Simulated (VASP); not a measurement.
# Si in VASP: a series of runs

Runs on Si. Level: PBE+D3(BJ). Tasks: single point.

Everything below comes from runs of VASP 6.6.1. Logs are shortened: lines on timing, memory, paths and dates and some standing lists are left out, and cuts for length are marked.

## 1. The cell of the first run

The cell holds a slab with vacuum, 2 atoms: a = 3.847 Å, b = 3.847 Å, c = 28.000 Å, α = 90.00°, β = 90.00°, γ = 120.00°.

## 2. Single point, PBE+D3(BJ)

INCAR reads:

```
SYSTEM = Si
PREC = Accurate ; ENCUT = 520
EDIFF = 1E-6 ; ISMEAR = 0
SIGMA = 0.1 ; LREAL = .FALSE.
LASPH = .TRUE. ; NELM = 100
ALGO = Normal ; ISIF = 2
LWAVE = .FALSE. ; LCHARG = .FALSE.
LDIPOL = .TRUE. ; IDIPOL = 3
DIPOL = 0.5 0.5 0.500 ; GGA = PE
IVDW = 12 ; NBANDS = 11
```

KPOINTS reads:

```
Automatic mesh
0
G
  15 15 1
  0 0 0
```

POSCAR reads:

```
Si
1.0
    3.8472023568      0.0000000000      0.0000000000
   -1.9236011784      3.3317749745      0.0000000000
    0.0000000000      0.0000000000     28.0000000000
Si
2
Direct
    0.3333333333      0.6666666667      0.5084347959
    0.6666666667      0.3333333333      0.4915652041
```

Potentials or basis: VASP PAW PBE potentials, release 64 (Si).

On the command line:

```console
$ cat potpaw_PBE.64/Si/POTCAR > POTCAR
$ mpirun -np 1 vasp_std > vasp.out
```

OUTCAR:

```text
SYSTEM = Si
   PREC = Accurate
   ENCUT = 520
   EDIFF = 1E-6
   ISMEAR = 0
   LREAL = .FALSE.
   LASPH = .TRUE.
   NELM = 100
   ISIF = 2
   GGA = PE
   IVDW = 12
 IVDW          = 12

 ion  position               nearest neighbor table
   1  0.333  0.667  0.508-   2 2.27   2 2.27   2 2.27
   2  0.667  0.333  0.492-   1 2.27   1 2.27   1 2.27

  LATTYP: Found a hexagonal cell.
 ALAT       =     3.8472023568
 C/A-ratio  =     7.2780159199

  Lattice vectors:

 A1 = (   3.8472023568,   0.0000000000,   0.0000000000)
 A2 = (  -1.9236011784,   3.3317749745,   0.0000000000)
 A3 = (   0.0000000000,   0.0000000000,  28.0000000000)

Analysis of symmetry for initial positions (statically):
=====================================================================
 Subroutine PRICEL returns:
 Original cell was already a primitive cell.

 Routine SETGRP: Setting up the symmetry group for a
 hexagonal supercell.

 Subroutine GETGRP returns: Found 12 space group operations
 (whereof 12 operations were pure point group operations)
 out of a pool of 24 trial point group operations.

The static configuration has the point symmetry D_3d.

Analysis of symmetry for dynamics (positions and initial velocities):
=====================================================================
 Subroutine PRICEL returns:
 Original cell was already a primitive cell.

 Routine SETGRP: Setting up the symmetry group for a
 hexagonal supercell.

 Subroutine GETGRP returns: Found 12 space group operations
 (whereof 12 operations were pure point group operations)
 out of a pool of 24 trial point group operations.

The dynamic configuration has the point symmetry D_3d.

 Subroutine INISYM returns: Found 12 space group operations
 (whereof 12 operations are pure point group operations),
 and found     1 'primitive' translations

----------------------------------------------------------------------------------------

                                     Primitive cell

  volume of cell :     358.9044

  direct lattice vectors                    reciprocal lattice vectors
     3.847202357  0.000000000  0.000000000     0.259929140  0.150070159  0.000000000
    -1.923601178  3.331774975  0.000000000     0.000000000  0.300140318  0.000000000
     0.000000000  0.000000000 28.000000000     0.000000000  0.000000000  0.035714286

  length of vectors
     3.847202357  3.847202357 28.000000000     0.300140318  0.300140318  0.035714286

  position of ions in fractional coordinates (direct lattice)
     0.333333333  0.666666667  0.508434796
     0.666666667  0.333333333  0.491565204

  ion indices of the primitive-cell ions
   primitive index   ion index
                 1           1
                 2           2

----------------------------------------------------------------------------------------

 KPOINTS: Automatic mesh

Automatic generation of k-mesh.
 Grid dimensions read from file:
 generate k-points for:   15   15    1

 Generating k-lattice:

  Cartesian coordinates                     Fractional coordinates (reciprocal lattice)
     0.017328609  0.010004677  0.000000000     0.066666667 -0.000000000  0.000000000
     0.000000000  0.020009355  0.000000000     0.000000000  0.066666667  0.000000000
     0.000000000  0.000000000  0.035714286     0.000000000  0.000000000  1.000000000

  Length of vectors
     0.020009355  0.020009355  0.035714286

  Shift w.r.t. Gamma in fractional coordinates (k-lattice)
     0.000000000  0.000000000  0.000000000

 Subroutine IBZKPT returns following result:
 ===========================================

 Found     27 irreducible k-points:

 Following reciprocal coordinates:
            Coordinates               Weight
  0.000000  0.000000  0.000000      1.000000
  0.066667  0.000000  0.000000      6.000000
  0.133333 -0.000000  0.000000      6.000000
  0.200000 -0.000000  0.000000      6.000000
  0.266667 -0.000000  0.000000      6.000000
  0.333333 -0.000000  0.000000      6.000000
[... 16 lines left out ...]
  0.333333  0.200000  0.000000     12.000000
  0.400000  0.200000  0.000000      6.000000
 [... further k-points ...]
   k-points           NKPTS =     27   k-points in BZ     NKDIM =     27   number of bands    NBANDS=     11
   number of dos      NEDOS =    301   number of ions     NIONS =      2
   total plane-waves  NPLWV = 189000
   dimension x,y,z NGX =    30 NGY =   30 NGZ =  210
   dimension x,y,z NGXF=    60 NGYF=   60 NGZF=  420
   ions per type =               2
   NGX,Y,Z   is equivalent  to a cutoff of  12.96, 12.96, 12.47 a.u.
   NGXF,Y,Z  is equivalent  to a cutoff of  25.93, 25.93, 24.94 a.u.
 SYSTEM =  Si
   PREC   = accura    normal or accurate (medium, high low for compatibility)
   ISTART =      0    job   : 0-new  1-cont  2-samecut
   ICHARG =      2    charge: 1-file 2-atom 10-const
   ISPIN  =      1    spin polarized calculation?
   LNONCOLLINEAR =      F non collinear calculations
   LSORBIT =      F    spin-orbit coupling
   LASPH  =      T    aspherical Exc in radial PAW
   ENCUT  =  520.0 eV  38.22 Ry    6.18 a.u.   7.15  7.15 52.06*2*pi/ulx,y,z
   NELM   =    100;   NELMIN=  2; NELMDL= -5     # of ELM steps
   EDIFF  = 0.1E-05   stopping-criterion for ELM
   LREAL  =      F    real-space projection
   EDIFFG = 0.1E-04   stopping-criterion for IOM
   NSW    =      0    number of steps for IOM
   IBRION =     -1    ionic relax: 0-MD 1-quasi-New 2-CG
   NFREE  =      0    steps in history (QN), initial steepest desc. (CG)
   ISIF   =      2    stress and relaxation
   ISYM   =      2    0-nonsym 1-usesym 2-fastsym
   POTIM  = 0.5000    time-step for ionic-motion
   TEBEG  =    0.0;   TEEND  =   0.0 temperature during run
   PSTRESS=    0.0 pullay stress
   NELECT =       8.0000    total number of electrons
   NUPDOWN=      -1.0000    fix difference up-down
   EMIN   =  10.00;   EMAX   =-10.00  energy-range for DOS
   EFERMI =   0.00;   METHOD = LEGACY
   ISMEAR =     0;   SIGMA  =   0.10  broadening in eV -4-tet -1-fermi 0-gaus
   EFERMI_NEDOS =   21; number of points for ismear=-14 and -15
   IALGO  =     38    algorithm
   IMIX   =      4    mixing-type and parameters
     AMIX     =   0.40;   BMIX     =  1.00
     AMIX_MAG =   1.60;   BMIX_MAG =  1.00
  volume/ion in A,a.u.               =     179.45      1211.00
  Fermi-wavevector in a.u.,A,eV,Ry     =   0.460729  0.870651  2.888121  0.212271
  Thomas-Fermi vector in A             =   1.447360
   LORBIT       =      0    0 simple, 1 ext, 2 COOP (PROOUT), +10 PAW based schemes
   GGA     = PE    functional components
   LHFCALC =     F    Hartree Fock is set to
   AEXX    =    0.0000 exact exchange contribution
   IVDW    =    12    specifies the selected vdW correction
   LEPSILON=     F    determine dielectric tensor
   LRPA    =     F    only Hartree local field effects (RPA)
 non-spin polarized calculation
 Gauss-broadening in eV      SIGMA  =   0.10
  energy-cutoff  :      520.00
  volume of cell :      358.90
 maximum number of plane-waves:      9723
 NGX is ok and might be reduce to    30
   NGX = 15   NGY = 15   NGZ =105

 number of electron       8.0000001 magnetization

 dipolmoment           0.000000      0.000000     -0.000000 electrons x Angstroem

 Free energy of the ion-electron system (eV)
  ---------------------------------------------------
  ext. energy  EPLUGINS =         0.00000000
  ---------------------------------------------------
  free energy    TOTEN  =        -9.56683749 eV

  energy without entropy =       -9.56583448  energy(sigma->0) =       -9.56633598

 E-fermi :  -3.4039     XC(G=0):  -1.5670

 val. band max:       -3.4039441482   @ k =   0.3333   0.3333   0.0000
 cond. band min:      -3.4039441454   @ k =   0.3333   0.3333   0.0000
 fundamental gap:      0.0000000028
 Fermi energy:        -3.4039441474

 k-point     1 :       0.0000    0.0000    0.0000
  band No.  band energies     occupation
      1     -14.5083      2.00000
      2      -6.6072      2.00000
      3      -4.5911      2.00000
      4      -4.5911      2.00000
      5      -1.3469      0.00000
      6      -0.8795      0.00000
      7      -0.3596      0.00000
      8      -0.3596      0.00000
      9       0.9221      0.00000
     10       1.1686      0.00000
     11       1.6104      0.00000

 k-point     2 :       0.0667    0.0000    0.0000
  band No.  band energies     occupation
      1     -14.4558      2.00000
      2      -6.5689      2.00000
      3      -5.0041      2.00000
      4      -4.6876      2.00000
      5      -1.0451      0.00000
      6      -0.8437      0.00000
      7      -0.3369      0.00000
      8      -0.1624      0.00000
      9       0.9810      0.00000
     10       1.2258      0.00000
     11       1.6701      0.00000

 k-point     3 :       0.1333   -0.0000    0.0000
  band No.  band energies     occupation
      1     -14.2990      2.00000
      2      -6.5162      2.00000
      3      -5.8166      2.00000
      4      -4.9283      2.00000
      5      -1.0508      0.00000
      6      -0.7449      0.00000
      7       0.3312      0.00000
      8       0.3779      0.00000
      9       1.1572      0.00000
     10       1.3849      0.00000
     11       1.6835      0.00000
[... 267 lines left out ...]
 k-point    23 :       0.3333    0.2000    0.0000
  band No.  band energies     occupation
      1     -12.1705      2.00000
      2     -10.3274      2.00000
      3      -7.2885      2.00000
      4      -4.2966      2.00000
      5      -2.5882      0.00000
      6       0.1569      0.00000
      7       1.1748      0.00000
      8       2.3389      0.00000
      9       2.8787      0.00000
     10       3.8777      0.00000
     11       4.1192      0.00000

 k-point    24 :       0.4000    0.2000    0.0000
  band No.  band energies     occupation
      1     -11.8773      2.00000
      2     -10.6785      2.00000
      3      -7.3663      2.00000
      4      -4.0270      2.00000
      5      -2.8935      0.00000
      6       0.1157      0.00000
      7       1.0844      0.00000
      8       2.8165      0.00000
      9       3.1980      0.00000
     10       4.5716      0.00000
     11       4.6132      0.00000

 [... further k-points ...]

------------------------ aborting loop because EDIFF is reached ----------------------------------------

 vacuum level on the upper side and lower side of the slab       (xc-potential included)        -0.006        -0.006

 Edisp (eV)   -0.38129

 E8    (eV) :    -0.1696

  FORCE on cell =-STRESS in cart. coord.  units (eV):
  Direction    XX          YY          ZZ          XY          YZ          ZX
  --------------------------------------------------------------------------------------
  -------------------------------------------------------------------------------------
  Total      -0.00583    -0.00583    -0.00680    -0.00000     0.00000     0.00000
  in kB      -0.02605    -0.02605    -0.03034    -0.00000     0.00000     0.00000
  external pressure =       -0.03 kB  Pullay stress =        0.00 kB

 VOLUME and BASIS-vectors are now :
 -----------------------------------------------------------------------------
  energy-cutoff  :      520.00
  volume of cell :      358.90
      direct lattice vectors                 reciprocal lattice vectors
     3.847202357  0.000000000  0.000000000     0.259929140  0.150070159  0.000000000
    -1.923601178  3.331774975  0.000000000     0.000000000  0.300140318  0.000000000
     0.000000000  0.000000000 28.000000000     0.000000000  0.000000000  0.035714286

 POSITION                                       TOTAL-FORCE (eV/Angst)
 -----------------------------------------------------------------------------------
     -0.00000      2.22118     14.23617        -0.000000      0.000000     -0.005385
      1.92360      1.11059     13.76383         0.000000     -0.000000      0.005385
 -----------------------------------------------------------------------------------
    total drift:                               -0.000000      0.000000      0.000000

  FREE ENERGIE OF THE ION-ELECTRON SYSTEM (eV)
  ---------------------------------------------------
  free  energy   TOTEN  =        -9.9481240138 eV

  energy  without entropy=       -9.9471210100  energy(sigma->0) =       -9.94762251

 vacuum level on the upper side and lower side of the slab         1.183         1.183
```

It took 84 s on 1 thread of Intel Xeon 6975P-C (Granite Rapids), shared host; peak memory 0.48 GiB.

Results:

```yaml
Free_energy: -9.9481 eV
Largest_force: 0.005 eV/Å
Band_gap_on_the_k_mesh: zero (filled and empty bands touch)
Dispersion_energy_per_atom: -0.191 eV
```

Forces on the atoms (eV/Å):
```
Si   0.000  0.000 -0.005
Si   0.000  0.000  0.005
```

## 3. Single point, PBE+D3(BJ)

This run uses another cell than the first one.

INCAR reads:

```
PREC = Accurate ; ENCUT = 520
EDIFF = 1E-7 ; ISMEAR = 0
SIGMA = 0.1 ; LREAL = F
LASPH = T ; NELM = 100
ALGO = Fast ; ISIF = 2
LWAVE = F ; LCHARG = F
LDIPOL = T ; IDIPOL = 3
DIPOL = 0.5 0.5 0.500 ; GGA = PE
IVDW = 12 ; NBANDS = 11
```

KPOINTS reads:

```
regular mesh
0
Gamma
  15 15 1
```

POSCAR reads:

```
Si
1.0
    3.7674649302      0.0000000000      0.0000000000
   -1.8837324651      3.2627203374      0.0000000000
    0.0000000000      0.0000000000     28.0000000000
Si
2
Direct
    0.3333333333      0.6666666667      0.5079285714
    0.6666666667      0.3333333333      0.4920714286
```

Potentials or basis: VASP PAW PBE potentials, release 64 (Si).

On the command line:

```console
$ cat potpaw_PBE.64/Si/POTCAR > POTCAR
$ mpirun -np 1 vasp_std > vasp.out
```

It took 82 s on 1 thread of Intel Xeon 6975P-C (Granite Rapids), shared host; peak memory 0.45 GiB.

Results (log left out):

```
Free energy                : -9.9025 eV
Largest force              : 0.235 eV/Å
Band gap on the k mesh     : zero (filled and empty bands touch)
Dispersion energy per atom : -0.199 eV
```

Forces on the atoms (eV/Å):
```
Si   0.000  0.000  0.235
Si   0.000  0.000 -0.235
```

Levels at points of the mesh, in eV from the Fermi level:
```csv
k point,band 2,band 3,band 4,band 5,band 6,band 7
"(0.00, 0.00, 0.00)",-3.36,-1.17,-1.17,2.51,2.62,3.10
```
